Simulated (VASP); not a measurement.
# Ge3PdRu (P4/mmm) in VASP: a series of runs

Runs on Ge3PdRu. Level: PBE. Tasks: relaxation of cell and atoms, single point.

Everything below comes from runs of VASP 6.6.1. Logs are shortened: lines on timing, memory, paths and dates and some standing lists are left out, and cuts for length are marked.

### 1 The cell of the first run

It takes space group P4/mmm (No. 123, tetragonal). Conventional cell: a = 4.300 Å, b = 4.300 Å, c = 5.188 Å, α = 90.00°, β = 90.00°, γ = 90.00°. Within 2.8 Å of Ge (site symmetry mmm) lie 2 Ru at 2.15 Å and 2 Pd at 2.15 Å. Within 3.4 Å of Ge (site symmetry 4/mmm) lie 2 Ru at 2.59 Å and 8 Ge at 3.37 Å. Ru (site symmetry 4/mmm) has 6 Ge at 2.15 to 2.59 Å within 2.8 Å. Pd (site symmetry 4/mmm) has 4 Ge at 2.15 Å within 2.8 Å.

The cell was generated, and may not be a known phase.

### 2 Relaxation of cell and atoms, PBE

File INCAR:

```
SYSTEM = Ge3PdRu
PREC = Accurate
ENCUT = 600
EDIFF = 1E-6
ISMEAR = 0
SIGMA = 0.1
LREAL = .FALSE.
LASPH = .TRUE.
NELM = 60
ALGO = Normal
ISIF = 3
LWAVE = .FALSE.
LCHARG = .FALSE.
GGA = PE
IBRION = 2
NSW = 90
EDIFFG = -0.04
```

File KPOINTS:

```
regular mesh
0
G
  4 4 4
  0 0 0
```

File POSCAR:

```
Ge3PdRu
1.0
    4.3000726200      0.0000000000      0.0000000000
    0.0000000000      4.3000726200      0.0000000000
    0.0000000000      0.0000000000      5.1877037900
Ge Ru Pd
3 1 1
Direct
    0.0000000000      0.5000000000      0.0000000000
    0.5000000000      0.0000000000      0.0000000000
    0.5000000000      0.5000000000      0.5000000000
    0.5000000000      0.5000000000      0.0000000000
    0.0000000000      0.0000000000      0.0000000000
```

Potentials or basis: VASP PAW PBE potentials, release 64 (Ge_d, Ru_pv, Pd).

The run is started by

```console
> cat potpaw_PBE.64/Ge_d/POTCAR potpaw_PBE.64/Ru_pv/POTCAR potpaw_PBE.64/Pd/POTCAR > POTCAR
> mpirun -np 1 vasp_std > vasp.out
```

OUTCAR:

```text
SYSTEM = Ge3PdRu
   PREC = Accurate
   ENCUT = 600
   EDIFF = 1E-6
   ISMEAR = 0
   LREAL = .FALSE.
   LASPH = .TRUE.
   NELM = 60
   ISIF = 3
   GGA = PE
   IBRION = 2
   NSW = 90
   EDIFFG = -0.04

 ion  position               nearest neighbor table
   1  0.000  0.500  0.000-   4 2.15   5 2.15   5 2.15   4 2.15
   2  0.500  0.000  0.000-   4 2.15   5 2.15   4 2.15   5 2.15
   3  0.500  0.500  0.500-   4 2.59   4 2.59
   4  0.500  0.500  0.000-   1 2.15   2 2.15   2 2.15   1 2.15   3 2.59   3 2.59   5 3.04   5 3.04
                             5 3.04   5 3.04
   5  0.000  0.000  0.000-   1 2.15   2 2.15   1 2.15   2 2.15   4 3.04   4 3.04   4 3.04   4 3.04

  LATTYP: Found a simple tetragonal cell.
 ALAT       =     4.3000726200
 C/A-ratio  =     1.2064223674

  Lattice vectors:

 A1 = (   4.3000726200,   0.0000000000,   0.0000000000)
 A2 = (   0.0000000000,   4.3000726200,   0.0000000000)
 A3 = (   0.0000000000,   0.0000000000,   5.1877037900)

Analysis of symmetry for initial positions (statically):
=====================================================================
 Subroutine PRICEL returns:
 Original cell was already a primitive cell.

 Routine SETGRP: Setting up the symmetry group for a
 simple tetragonal supercell.

 Subroutine GETGRP returns: Found 16 space group operations
 (whereof 16 operations were pure point group operations)
 out of a pool of 16 trial point group operations.

The static configuration has the point symmetry D_4h.

Analysis of symmetry for dynamics (positions and initial velocities):
=====================================================================
 Subroutine PRICEL returns:
 Original cell was already a primitive cell.

 Routine SETGRP: Setting up the symmetry group for a
 simple tetragonal supercell.

 Subroutine GETGRP returns: Found 16 space group operations
 (whereof 16 operations were pure point group operations)
 out of a pool of 16 trial point group operations.

The dynamic configuration has the point symmetry D_4h.

 Subroutine INISYM returns: Found 16 space group operations
 (whereof 16 operations are pure point group operations),
 and found     1 'primitive' translations

----------------------------------------------------------------------------------------

                                     Primitive cell

  volume of cell :      95.9239

  direct lattice vectors                    reciprocal lattice vectors
     4.300072620  0.000000000  0.000000000     0.232554212  0.000000000  0.000000000
     0.000000000  4.300072620  0.000000000     0.000000000  0.232554212  0.000000000
     0.000000000  0.000000000  5.187703790     0.000000000  0.000000000  0.192763512

  length of vectors
     4.300072620  4.300072620  5.187703790     0.232554212  0.232554212  0.192763512

  position of ions in fractional coordinates (direct lattice)
     0.000000000  0.500000000  0.000000000
     0.500000000  0.000000000  0.000000000
     0.500000000  0.500000000  0.500000000
     0.500000000  0.500000000  0.000000000
     0.000000000  0.000000000  0.000000000

  ion indices of the primitive-cell ions
   primitive index   ion index
                 1           1
                 2           2
                 3           3
                 4           4
                 5           5

----------------------------------------------------------------------------------------

 KPOINTS: regular mesh

Automatic generation of k-mesh.
 Grid dimensions read from file:
 generate k-points for:    4    4    4

 Generating k-lattice:

  Cartesian coordinates                     Fractional coordinates (reciprocal lattice)
     0.058138553  0.000000000  0.000000000     0.250000000  0.000000000  0.000000000
     0.000000000  0.058138553  0.000000000     0.000000000  0.250000000  0.000000000
     0.000000000  0.000000000  0.048190878     0.000000000  0.000000000  0.250000000

  Length of vectors
     0.058138553  0.058138553  0.048190878

  Shift w.r.t. Gamma in fractional coordinates (k-lattice)
     0.000000000  0.000000000  0.000000000

 Subroutine IBZKPT returns following result:
 ===========================================

 Found     18 irreducible k-points:

 Following reciprocal coordinates:
            Coordinates               Weight
  0.000000  0.000000  0.000000      1.000000
  0.250000  0.000000  0.000000      4.000000
  0.500000  0.000000  0.000000      2.000000
  0.250000  0.250000  0.000000      4.000000
  0.500000  0.250000  0.000000      4.000000
  0.500000  0.500000  0.000000      1.000000
[... 10 lines left out ...]
  0.500000  0.250000  0.500000      4.000000
  0.500000  0.500000  0.500000      1.000000
   k-points           NKPTS =     18   k-points in BZ     NKDIM =     18   number of bands    NBANDS=     39
   number of dos      NEDOS =    301   number of ions     NIONS =      5
   total plane-waves  NPLWV =  54432
   dimension x,y,z NGX =    36 NGY =   36 NGZ =   42
   dimension x,y,z NGXF=    72 NGYF=   72 NGZF=   84
   ions per type =               3   1   1
   NGX,Y,Z   is equivalent  to a cutoff of  13.92, 13.92, 13.46 a.u.
   NGXF,Y,Z  is equivalent  to a cutoff of  27.84, 27.84, 26.92 a.u.
 SYSTEM =  Ge3PdRu
   PREC   = accura    normal or accurate (medium, high low for compatibility)
   ISTART =      0    job   : 0-new  1-cont  2-samecut
   ICHARG =      2    charge: 1-file 2-atom 10-const
   ISPIN  =      1    spin polarized calculation?
   LNONCOLLINEAR =      F non collinear calculations
   LSORBIT =      F    spin-orbit coupling
   LASPH  =      T    aspherical Exc in radial PAW
   ENCUT  =  600.0 eV  44.10 Ry    6.64 a.u.   8.59  8.59 10.36*2*pi/ulx,y,z
   NELM   =     60;   NELMIN=  2; NELMDL= -5     # of ELM steps
   EDIFF  = 0.1E-05   stopping-criterion for ELM
   LREAL  =      F    real-space projection
   EDIFFG = -.4E-01   stopping-criterion for IOM
   NSW    =     90    number of steps for IOM
   IBRION =      2    ionic relax: 0-MD 1-quasi-New 2-CG
   NFREE  =      1    steps in history (QN), initial steepest desc. (CG)
   ISIF   =      3    stress and relaxation
   ISYM   =      2    0-nonsym 1-usesym 2-fastsym
   POTIM  = 0.5000    time-step for ionic-motion
   TEBEG  =    0.0;   TEEND  =   0.0 temperature during run
   PSTRESS=    0.0 pullay stress
   NELECT =      66.0000    total number of electrons
   NUPDOWN=      -1.0000    fix difference up-down
   EMIN   =  10.00;   EMAX   =-10.00  energy-range for DOS
   EFERMI =   0.00;   METHOD = LEGACY
   ISMEAR =     0;   SIGMA  =   0.10  broadening in eV -4-tet -1-fermi 0-gaus
   EFERMI_NEDOS =   21; number of points for ismear=-14 and -15
   IALGO  =     38    algorithm
   IMIX   =      4    mixing-type and parameters
     AMIX     =   0.40;   BMIX     =  1.00
     AMIX_MAG =   1.60;   BMIX_MAG =  1.00
  volume/ion in A,a.u.               =      19.18       129.47
  Fermi-wavevector in a.u.,A,eV,Ry     =   1.445264  2.731153 28.419692  2.088788
  Thomas-Fermi vector in A             =   2.563466
   LORBIT       =      0    0 simple, 1 ext, 2 COOP (PROOUT), +10 PAW based schemes
   GGA     = PE    functional components
   LHFCALC =     F    Hartree Fock is set to
   AEXX    =    0.0000 exact exchange contribution
   IVDW    =     0    specifies the selected vdW correction
   LEPSILON=     F    determine dielectric tensor
   LRPA    =     F    only Hartree local field effects (RPA)
 conjugate gradient relaxation of ions
 non-spin polarized calculation
 Gauss-broadening in eV      SIGMA  =   0.10
  energy-cutoff  :      600.00
  volume of cell :       95.92
 maximum number of plane-waves:      3222
 NGX is ok and might be reduce to    36
   NGX = 17   NGY = 17   NGZ = 21

--------------------------------------- Ionic step        1  -------------------------------------------

 number of electron      65.9999999 magnetization

 Free energy of the ion-electron system (eV)
  ---------------------------------------------------
  ext. energy  EPLUGINS =         0.00000000
  ---------------------------------------------------
  free energy    TOTEN  =       -20.96864633 eV

  energy without entropy =      -20.94508408  energy(sigma->0) =      -20.95686521

 E-fermi :   7.2617     XC(G=0): -10.8184

 val. band max:        7.2360811636   @ k =   0.5000   0.0000   0.0000
 cond. band min:       7.2663321151   @ k =   0.5000   0.2500   0.2500
 fundamental gap:      0.0302509515
 Fermi energy:         7.2616686277

 k-point     1 :       0.0000    0.0000    0.0000
  band No.  band energies     occupation
      1     -36.0630      2.00000
      2     -36.0630      2.00000
      3     -35.4268      2.00000
      4     -18.6329      2.00000
      5     -18.5849      2.00000
      6     -18.5345      2.00000
[... 855 lines left out ...]
  FREE ENERGIE OF THE ION-ELECTRON SYSTEM (eV)
  ---------------------------------------------------
  free  energy   TOTEN  =       -26.2920764289 eV

  energy  without entropy=      -26.2706676652  energy(sigma->0) =      -26.28137205

 E-fermi :   4.4659     XC(G=0):  -9.4734

 val. band max:        4.4213594766   @ k =   0.2500   0.0000   0.2500
 cond. band min:       4.4695146553   @ k =   0.2500   0.2500   0.5000
 fundamental gap:      0.0481551787
 Fermi energy:         4.4658853500

 k-point     1 :       0.0000    0.0000    0.0000
  band No.  band energies     occupation
      1     -38.2690      2.00000
      2     -38.1672      2.00000
      3     -38.1672      2.00000
      4     -20.9406      2.00000
      5     -20.9385      2.00000
      6     -20.7638      2.00000
[... 745 lines left out ...]
     38       8.0449      0.00000
     39      10.7960      0.00000

[... ionic steps 4 to 8 ...]

--------------------------------------- Ionic step        9  -------------------------------------------

 number of electron      66.0000064 magnetization

------------------------ aborting loop because EDIFF is reached ----------------------------------------

  FORCE on cell =-STRESS in cart. coord.  units (eV):
  Direction    XX          YY          ZZ          XY          YZ          ZX
  --------------------------------------------------------------------------------------
  -------------------------------------------------------------------------------------
  Total       -0.8011321     -0.8011321     -0.0113695      0.0000000      0.0000000      0.0000000
  in kB      -10.8456406    -10.8456406     -0.1539197      0.0000000      0.0000000      0.0000000
  external PRESSURE =      -7.2817336 kB  Pullay stress =       0.0000000 kB
[... 63 lines left out ...]
  energy  without entropy=      -26.6905647212  energy(sigma->0) =      -26.70177591

--------------------------------------- Ionic step       11  -------------------------------------------

 number of electron      66.0000041 magnetization

 Free energy of the ion-electron system (eV)
  ---------------------------------------------------
  ext. energy  EPLUGINS =         0.00000000
  ---------------------------------------------------
  free energy    TOTEN  =       -26.71488558 eV

  energy without entropy =      -26.69256029  energy(sigma->0) =      -26.70372293

 E-fermi :   5.2550     XC(G=0):  -9.9112

 val. band max:        5.2377050465   @ k =   0.2500   0.0000   0.0000
 cond. band min:       5.2721775718   @ k =   0.5000   0.2500   0.0000
 fundamental gap:      0.0344725253
 Fermi energy:         5.2550473909

 k-point     1 :       0.0000    0.0000    0.0000
  band No.  band energies     occupation
      1     -37.8307      2.00000
      2     -37.5891      2.00000
      3     -37.5891      2.00000
      4     -20.1745      2.00000
      5     -20.1712      2.00000
      6     -20.0624      2.00000
[... 777 lines left out ...]
  FREE ENERGIE OF THE ION-ELECTRON SYSTEM (eV)
  ---------------------------------------------------
  free  energy   TOTEN  =       -26.7148855781 eV

  energy  without entropy=      -26.6925602910  energy(sigma->0) =      -26.70372293

 reached required accuracy - stopping structural energy minimisation
```

Wall time 19 min (1 thread of Intel Xeon 8259CL, shared host); peak memory 0.29 GiB.

What came out:

| Property | Result |
| --- | --- |
| Free energy | -26.7149 eV |
| Relaxed volume | 23.47 Å³/atom |
| Relaxed cell | a = 4.960 Å, b = 4.960 Å, c = 4.768 Å, α = 90.00°, β = 90.00°, γ = 90.00° |
| Space group after relaxing (to 0.1 Å) | P4/mmm (No. 123) |
| Energy gained by relaxing | 1149.2 meV/atom |
| Ionic steps | 11 |
| Pressure after relaxing | 0.1 GPa |
| Band gap on the k mesh | zero (bands 33 and 34 overlap by 0.30 eV) |

The path:
```tsv
step	energy change (eV)	largest force (eV/Å)	pressure (GPa)	volume (Å³)
1	0.0000	0.0000	50.74	95.92
2	-0.0451	0.0000	-11.62	198.61
3	-5.3234	0.0000	-6.43	132.55
4	-5.4054	0.0000	-4.60	129.18
5	-5.4261	0.0000	-2.81	126.43
6	-5.4254	0.0000	-3.25	127.08
7	-5.7159	0.0000	-1.76	120.69
8	-5.7430	0.0000	-0.74	118.52
9	-5.7430	0.0000	-0.73	118.35
10	-5.7443	0.0000	0.67	116.56
11	-5.7462	0.0000	0.05	117.33
```

Final structure:
```xyz
5
Lattice="4.9604 0.0000 0.0000 0.0000 4.9604 0.0000 0.0000 0.0000 4.7684" Properties=species:S:1:pos:R:3 pbc="T T T"
Ge    4.9604    2.4802    0.0000
Ge    2.4802    4.9604    4.7684
Ge    2.4802    2.4802    2.3842
Ru    2.4802    2.4802    0.0000
Pd    0.0000    0.0000    0.0000
```

Caveat: the k points lie up to 0.33 Å⁻¹ apart in the final cell; the volume moved by over 15 % at a fixed basis, so the end points are rough.

### 3 Single point, PBE

This run uses another cell than the first one, of 23.48 Å³/atom.

File INCAR:

```
PREC = Accurate
ENCUT = 520
EDIFF = 1E-7
ISMEAR = 0
SIGMA = 0.1
LREAL = False
LASPH = True
NELM = 100
ALGO = Normal
ISIF = 2
LWAVE = False
LCHARG = False
GGA = PE
NBANDS = 41
```

File KPOINTS:

```
Automatic mesh
0
Gamma
  8 8 8
```

POSCAR, as its differences from that of step 2:

```diff
@@ -2,5 +2,5 @@
 1.0
-    4.3000726200      0.0000000000      0.0000000000
-    0.0000000000      4.3000726200      0.0000000000
-    0.0000000000      0.0000000000      5.1877037900
+    4.9730025783      0.0000000000      0.0000000000
+    0.0000000000      4.9730025783      0.0000000000
+    0.0000000000      0.0000000000      4.7466250511
 Ge Ru Pd
```

Potentials or basis: VASP PAW PBE potentials, release 64 (Ge_d, Ru_pv, Pd).

The run is started by

```console
> cat potpaw_PBE.64/Ge_d/POTCAR potpaw_PBE.64/Ru_pv/POTCAR potpaw_PBE.64/Pd/POTCAR > POTCAR
> mpirun -np 1 vasp_std > vasp.out
```

Run time: 9.3 min. Hardware: 1 thread of Intel Xeon 8259CL, shared host; peak memory 0.47 GiB.

Results (log left out):

- Free energy: -26.7433 eV
- Pressure: 0.1 GPa
- Band gap on the k mesh: zero (bands 33 and 34 overlap by 0.39 eV)

Levels at points of the mesh, in eV from the Fermi level:
```
           k point  band 29  band 30  band 31  band 32  band 33  band 34  band 35  band 36  band 37  band 38
(0.00, 0.00, 0.00)    -2.59    -2.22    -2.22    -1.41    -0.15     0.48     0.48     0.61     1.09     2.08
(0.50, 0.00, 0.00)    -2.75    -2.40    -1.22    -1.21     0.03     0.06     0.33     0.83     1.32     2.35
(0.50, 0.50, 0.00)    -2.21    -2.21    -2.06    -0.95    -0.57    -0.15    -0.15     1.89     2.29     2.29
(0.00, 0.00, 0.50)    -2.57    -2.57    -2.32    -1.40    -1.12    -0.19     0.82     1.43     1.44     1.44
(0.50, 0.00, 0.50)    -3.23    -2.88    -2.25    -0.12     0.09     0.59     0.61     0.97     0.99     1.95
(0.50, 0.50, 0.50)    -2.50    -2.50    -2.12    -1.97    -0.33     0.54     0.54     1.38     3.96     3.96
```

The gap in the log of VASP goes by the Fermi energy; the results here count the filled bands.